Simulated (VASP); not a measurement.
Set up this calculation in VASP 6.6.1, as the native input.

- Task: relaxation of cell and atoms
- Functional: PBEsol
- Potentials or basis: VASP PAW PBE potentials, release 64 (Al, As)
- Cutoff: 500 eV
- k mesh: 8 × 8 × 8
- Occupations: gaussian, width 0.01 eV
- Spin: no spin polarisation
- Target pressure: 10 GPa
- Dipole correction: no
- Further INCAR settings: ALGO = Normal; EDIFF = 1e-07; IBRION = 2; EDIFFG = -0.002; NSW = 100; ISIF = 3

The structure of AlAs lies in POSCAR:

```
AlAs
1.0
    0.0000000000      2.8373321420      2.8373321420
    2.8373321420      0.0000000000      2.8373321420
    2.8373321420      2.8373321420      0.0000000000
Al As
1 1
Direct
    0.0000000000      0.0000000000      0.0000000000
    0.7500000000      0.7500000000      0.7500000000
```

One way to write it, as run:

INCAR

```
SYSTEM = AlAs
PREC = Accurate ; ENCUT = 500
EDIFF = 1E-7 ; ISMEAR = 0
SIGMA = 0.01 ; LREAL = .FALSE.
LASPH = .TRUE. ; NELM = 120
ALGO = Normal ; ISIF = 3
LWAVE = .FALSE. ; LCHARG = .FALSE.
GGA = PS ; IBRION = 2
NSW = 100 ; EDIFFG = -0.002
PSTRESS = 100.0 ; GGA_COMPAT = .FALSE.
NELMIN = 4
```

KPOINTS

```
Automatic mesh
0
G
  8 8 8
  0 0 0
```

Potentials or basis: VASP PAW PBE potentials, release 64 (Al, As).

Launch:

```bash
$ cat potpaw_PBE.64/Al/POTCAR potpaw_PBE.64/As/POTCAR > POTCAR
$ mpirun -np 1 vasp_std > vasp.out
```

Results of the run:

The relaxed volume is 20.55 Å³/atom. The relaxed cell is a = 3.873 Å, b = 3.873 Å, c = 3.873 Å, α = 60.00°, β = 60.00°, γ = 60.00° and the space group after relaxing (to 0.05 Å) is F-43m (No. 216). The energy change on relaxing (the enthalpy is what falls) is +67.5 meV/atom. The ionic steps are 6, the pressure after relaxing is 10.0 GPa and the band gap on the k mesh is 1.13 eV, indirect (least direct gap 2.77 eV).

Caveat: the cell is relaxed towards a set pressure, so the enthalpy falls and the energy may rise; the PAW data sets were made with another functional, which shifts forces and pressure a little.

Run time: 40 s on 1 thread of Intel Xeon 6975P-C (shared host), peak memory 0.17 GiB.
